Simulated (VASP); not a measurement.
# Hf (I4/mmm) in VASP: notebook

Hf is run at these levels: PBE; tasks: single point.

Program: VASP 6.6.1. These are calculated values, not measurements. Logs are shortened: lines on timing, memory, paths and dates and some standing lists are left out, and cuts for length are marked.

## (1) The cell of the first run

The structure is tetragonal, space group I4/mmm (No. 139). Conventional cell: a = 3.014 Å, b = 3.014 Å, c = 4.085 Å, α = 90.00°, β = 90.00°, γ = 90.00°. Within 3.9 Å of Hf (site symmetry 4/mmm) lie 12 Hf at 2.95 to 3.01 Å.

## (2) Single point, PBE (strain -0.040 along x and y, -0.080 along z)

Input file INCAR:

```
SYSTEM = Hf
ALGO = Normal ; EDIFF = 1E-6
ENCUT = 520 ; GGA = PE
ISIF = 2 ; ISMEAR = 0
LASPH = .True. ; LCHARG = .False.
LREAL = .False. ; LWAVE = .False.
NBANDS = 11 ; NELM = 80
PREC = Accurate ; SIGMA = 0.15
```

Input file KPOINTS:

```
k-points
0
Gamma
  18 18 18
  0 0 0
```

Input file POSCAR:

```
Hf
1.0
    0.0000000000      2.1312000000      2.0424000000
    2.1312000000      0.0000000000      2.0424000000
    2.1312000000      2.1312000000      0.0000000000
Hf
1
Direct
    0.0000000000      0.0000000000      0.0000000000
```

Potentials or basis: VASP PAW PBE potentials, release 64 (Hf_pv).

Command:

```sh
$ cat potpaw_PBE.64/Hf_pv/POTCAR > POTCAR
$ mpirun -np 1 vasp_std > vasp.out
```

OUTCAR:

```text
SYSTEM = Hf
   EDIFF = 1E-6
   ENCUT = 520
   GGA = PE
   ISIF = 2
   ISMEAR = 0
   LASPH = .True.
   LREAL = .False.
   NELM = 80
   PREC = Accurate

 ion  position               nearest neighbor table
   1  0.000  0.000  0.000-

  LATTYP: Found a body centered tetragonal cell.
 ALAT       =     3.0139719441
 C/A-ratio  =     1.3552879973

  Lattice vectors:

 A1 = (   0.0000000000,  -2.1312000000,  -2.0424000000)
 A2 = (   0.0000000000,   2.1312000000,  -2.0424000000)
 A3 = (   2.1312000000,   0.0000000000,   2.0424000000)

Analysis of symmetry for initial positions (statically):
=====================================================================
 Subroutine PRICEL returns:
 Original cell was already a primitive cell.

 Routine SETGRP: Setting up the symmetry group for a
 body centered tetragonal supercell.

 Subroutine GETGRP returns: Found 16 space group operations
 (whereof 16 operations were pure point group operations)
 out of a pool of 16 trial point group operations.

The static configuration has the point symmetry D_4h.

Analysis of symmetry for dynamics (positions and initial velocities):
=====================================================================
 Subroutine PRICEL returns:
 Original cell was already a primitive cell.

 Routine SETGRP: Setting up the symmetry group for a
 body centered tetragonal supercell.

 Subroutine GETGRP returns: Found 16 space group operations
 (whereof 16 operations were pure point group operations)
 out of a pool of 16 trial point group operations.

The dynamic configuration has the point symmetry D_4h.

 Subroutine INISYM returns: Found 16 space group operations
 (whereof 16 operations are pure point group operations),
 and found     1 'primitive' translations

----------------------------------------------------------------------------------------

                                     Primitive cell

  volume of cell :      18.5532

  direct lattice vectors                    reciprocal lattice vectors
     0.000000000  2.131200000  2.042400000    -0.234609610  0.234609610  0.244810027
     2.131200000  0.000000000  2.042400000     0.234609610 -0.234609610  0.244810027
     2.131200000  2.131200000  0.000000000     0.234609610  0.234609610 -0.244810027

  length of vectors
     2.951848777  2.951848777  3.013971944     0.412329101  0.412329101  0.412329101

  position of ions in fractional coordinates (direct lattice)
     0.000000000  0.000000000  0.000000000

  ion indices of the primitive-cell ions
   primitive index   ion index
                 1           1

----------------------------------------------------------------------------------------

 KPOINTS: k-points

Automatic generation of k-mesh.
 Grid dimensions read from file:
 generate k-points for:   18   18   18

 Generating k-lattice:

  Cartesian coordinates                     Fractional coordinates (reciprocal lattice)
    -0.013033867  0.013033867  0.013600557     0.055555556 -0.000000000  0.000000000
     0.013033867 -0.013033867  0.013600557    -0.000000000  0.055555556  0.000000000
     0.013033867  0.013033867 -0.013600557     0.000000000  0.000000000  0.055555556

  Length of vectors
     0.022907172  0.022907172  0.022907172

  Shift w.r.t. Gamma in fractional coordinates (k-lattice)
     0.000000000  0.000000000  0.000000000

 Subroutine IBZKPT returns following result:
 ===========================================

 Found    480 irreducible k-points:

 Following reciprocal coordinates:
            Coordinates               Weight
  0.000000  0.000000  0.000000      1.000000
  0.055556 -0.000000  0.000000      8.000000
  0.111111 -0.000000  0.000000      8.000000
  0.166667 -0.000000  0.000000      8.000000
  0.222222 -0.000000  0.000000      8.000000
  0.277778 -0.000000  0.000000      8.000000
[... 16 lines left out ...]
 -0.277778  0.055556  0.000000      8.000000
 -0.222222  0.055556  0.000000      8.000000
 [... further k-points ...]
   k-points           NKPTS =    480   k-points in BZ     NKDIM =    480   number of bands    NBANDS=     11
   number of dos      NEDOS =    301   number of ions     NIONS =      1
   total plane-waves  NPLWV =  13824
   dimension x,y,z NGX =    24 NGY =   24 NGZ =   24
   dimension x,y,z NGXF=    48 NGYF=   48 NGZF=   48
   ions per type =               1
   NGX,Y,Z   is equivalent  to a cutoff of  13.52, 13.52, 13.24 a.u.
   NGXF,Y,Z  is equivalent  to a cutoff of  27.03, 27.03, 26.48 a.u.
 SYSTEM =  Hf
   PREC   = accura    normal or accurate (medium, high low for compatibility)
   ISTART =      0    job   : 0-new  1-cont  2-samecut
   ICHARG =      2    charge: 1-file 2-atom 10-const
   ISPIN  =      1    spin polarized calculation?
   LNONCOLLINEAR =      F non collinear calculations
   LSORBIT =      F    spin-orbit coupling
   LASPH  =      T    aspherical Exc in radial PAW
   ENCUT  =  520.0 eV  38.22 Ry    6.18 a.u.   5.49  5.49  5.60*2*pi/ulx,y,z
   NELM   =     80;   NELMIN=  2; NELMDL= -5     # of ELM steps
   EDIFF  = 0.1E-05   stopping-criterion for ELM
   LREAL  =      F    real-space projection
[... 7 lines left out ...]
   TEBEG  =    0.0;   TEEND  =   0.0 temperature during run
   PSTRESS=    0.0 pullay stress
   NELECT =      10.0000    total number of electrons
   NUPDOWN=      -1.0000    fix difference up-down
   EMIN   =  10.00;   EMAX   =-10.00  energy-range for DOS
   EFERMI =   0.00;   METHOD = LEGACY
   ISMEAR =     0;   SIGMA  =   0.15  broadening in eV -4-tet -1-fermi 0-gaus
   EFERMI_NEDOS =   21; number of points for ismear=-14 and -15
   IALGO  =     38    algorithm
   IMIX   =      4    mixing-type and parameters
     AMIX     =   0.40;   BMIX     =  1.00
     AMIX_MAG =   1.60;   BMIX_MAG =  1.00
  volume/ion in A,a.u.               =      18.55       125.20
  Fermi-wavevector in a.u.,A,eV,Ry     =   1.332299  2.517680 24.150628  1.775021
  Thomas-Fermi vector in A             =   2.461245
   LORBIT       =      0    0 simple, 1 ext, 2 COOP (PROOUT), +10 PAW based schemes
   GGA     = PE    functional components
   LHFCALC =     F    Hartree Fock is set to
   AEXX    =    0.0000 exact exchange contribution
   IVDW    =     0    specifies the selected vdW correction
   LEPSILON=     F    determine dielectric tensor
   LRPA    =     F    only Hartree local field effects (RPA)
 non-spin polarized calculation
 Gauss-broadening in eV      SIGMA  =   0.15
  energy-cutoff  :      520.00
  volume of cell :       18.55
 maximum number of plane-waves:       523
 NGX is ok and might be reduce to    24
   NGX = 11   NGY = 11   NGZ = 11

 number of electron      10.0000002 magnetization

 Free energy of the ion-electron system (eV)
  ---------------------------------------------------
  ext. energy  EPLUGINS =         0.00000000
  ---------------------------------------------------
  free energy    TOTEN  =        -9.57114726 eV

  energy without entropy =       -9.55863989  energy(sigma->0) =       -9.56489358

 E-fermi :   6.1364     XC(G=0): -12.1675

 val. band max:        6.1350264046   @ k =  -0.2778   0.2778   0.1111
 cond. band min:       6.1392180337   @ k =   0.2778  -0.0000   0.0000
 fundamental gap:      0.0041916291
 Fermi energy:         6.1363674722

 k-point     1 :       0.0000    0.0000    0.0000
  band No.  band energies     occupation
      1     -23.2023      2.00000
      2     -23.2023      2.00000
      3     -23.1956      2.00000
      4      -1.6786      2.00000
      5       7.4041      0.00000
      6       7.4041      0.00000
      7       7.9590      0.00000
      8      10.6492      0.00000
      9      11.5046      0.00000
     10      18.1083      0.00000
     11      19.8104      0.00000

 k-point     2 :       0.0556   -0.0000    0.0000
  band No.  band energies     occupation
      1     -23.2504      2.00000
      2     -23.2096      2.00000
      3     -23.2025      2.00000
      4      -1.5412      2.00000
      5       7.3297      0.00000
      6       7.4682      0.00000
      7       7.9576      0.00000
      8      10.5812      0.00000
      9      11.4086      0.00000
     10      18.4157      0.00000
     11      19.8101      0.00000

 k-point     3 :       0.1111   -0.0000    0.0000
  band No.  band energies     occupation
      1     -23.3928      2.00000
      2     -23.2303      2.00000
      3     -23.2158      2.00000
      4      -1.1452      2.00000
      5       7.0451      0.00000
      6       7.6287      0.00000
      7       8.0578      0.00000
      8      10.4388      0.00000
      9      11.1795      0.00000
     10      19.2078      0.00000
     11      19.8089      0.00000

 k-point     4 :       0.1667   -0.0000    0.0000
  band No.  band energies     occupation
      1     -23.6054      2.00000
      2     -23.2619      2.00000
      3     -23.2359      2.00000
      4      -0.5401      2.00000
      5       6.6368      0.00000
      6       7.7790      0.00000
      7       8.2393      0.00000
      8      10.3946      0.00000
      9      10.9740      0.00000
     10      19.5899      0.00000
     11      19.8192      0.00000
[... 239 lines left out ...]
 k-point    22 :      -0.3333    0.0556    0.0000
  band No.  band energies     occupation
      1     -24.3988      2.00000
      2     -23.3790      2.00000
      3     -23.3721      2.00000
      4       1.6896      2.00000
      5       6.3399      0.05496
      6       7.3698      0.00000
      7       7.7716      0.00000
      8      11.8632      0.00000
      9      12.9134      0.00000
     10      17.7862      0.00000
     11      19.8039      0.00000

 k-point    23 :      -0.2778    0.0556    0.0000
  band No.  band energies     occupation
      1     -24.1804      2.00000
      2     -23.3520      2.00000
      3     -23.3392      2.00000
      4       1.2047      2.00000
      5       6.0977      1.28443
      6       7.6270      0.00000
      7       7.9709      0.00000
      8      10.9449      0.00000
      9      12.2300      0.00000
     10      18.3187      0.00000
     11      19.8113      0.00000

 k-point    24 :      -0.2222    0.0556    0.0000
  band No.  band energies     occupation
      1     -23.9321      2.00000
      2     -23.3254      2.00000
      3     -23.2978      2.00000
      4       0.5200      2.00000
      5       6.1446      0.93791
      6       7.8618      0.00000
      7       8.1776      0.00000
      8      10.2395      0.00000
      9      11.6623      0.00000
     10      19.0429      0.00000
     11      19.8157      0.00000

 [... further k-points ...]
[... 5 lines left out ...]
  --------------------------------------------------------------------------------------
  -------------------------------------------------------------------------------------
  Total        3.0336223      3.0336223      3.2993560      0.0000000      0.0000000      0.0000000
  in kB      261.9707982    261.9707982    284.9184363      0.0000000      0.0000000      0.0000000
  external PRESSURE =     269.6200109 kB  Pullay stress =       0.0000000 kB

 VOLUME and BASIS-vectors are now :
 -----------------------------------------------------------------------------
  energy-cutoff  :      520.00
  volume of cell :       18.55
      direct lattice vectors                 reciprocal lattice vectors
     0.000000000  2.131200000  2.042400000    -0.234609610  0.234609610  0.244810027
     2.131200000  0.000000000  2.042400000     0.234609610 -0.234609610  0.244810027
     2.131200000  2.131200000  0.000000000     0.234609610  0.234609610 -0.244810027

 POSITION                                       TOTAL-FORCE (eV/Angst)
 -----------------------------------------------------------------------------------
      0.00000      0.00000      0.00000         0.000000     -0.000000     -0.000000
 -----------------------------------------------------------------------------------
    total drift:                               -0.000000      0.000000     -0.000000

  FREE ENERGIE OF THE ION-ELECTRON SYSTEM (eV)
  ---------------------------------------------------
  free  energy   TOTEN  =        -9.5711472634 eV

  energy  without entropy=       -9.5586398915  energy(sigma->0) =       -9.56489358
```

It took 28 s on 1 thread of Intel Xeon Platinum 8559C (Emerald Rapids), shared host; peak memory 0.22 GiB.

Results:

```yaml
Free_energy: -9.5711 eV
Pressure: 27.0 GPa
Band_gap_on_the_k_mesh: zero (band 5 reaches 7.51 eV, above the bottom of band 6 at 5.31 eV)
```

Levels at points of the mesh, in eV from the Fermi level:
```tsv
k point	band 1	band 2	band 3	band 4	band 5	band 6	band 7	band 8	band 9	band 10
(0.00, 0.00, 0.00)	-29.34	-29.34	-29.33	-7.81	1.27	1.27	1.82	4.51	5.37	11.97
(0.50, 0.00, 0.00)	-30.83	-29.57	-29.48	-4.23	0.80	1.38	1.48	7.46	7.90	11.58
(0.50, 0.50, 0.00)	-30.72	-29.93	-29.93	-4.11	-3.01	4.29	7.68	8.51	8.51	11.27
(0.50, 0.00, 0.50)	-30.73	-29.88	-29.78	-4.16	-2.84	3.49	7.68	8.17	8.83	11.49
```

Caveat: the cell differs from its parent crystal (strain -0.040 along x and y, -0.080 along z); spin-orbit coupling is left out, which moves the levels of the heavy elements.

(Continued in part 2 of 2.)
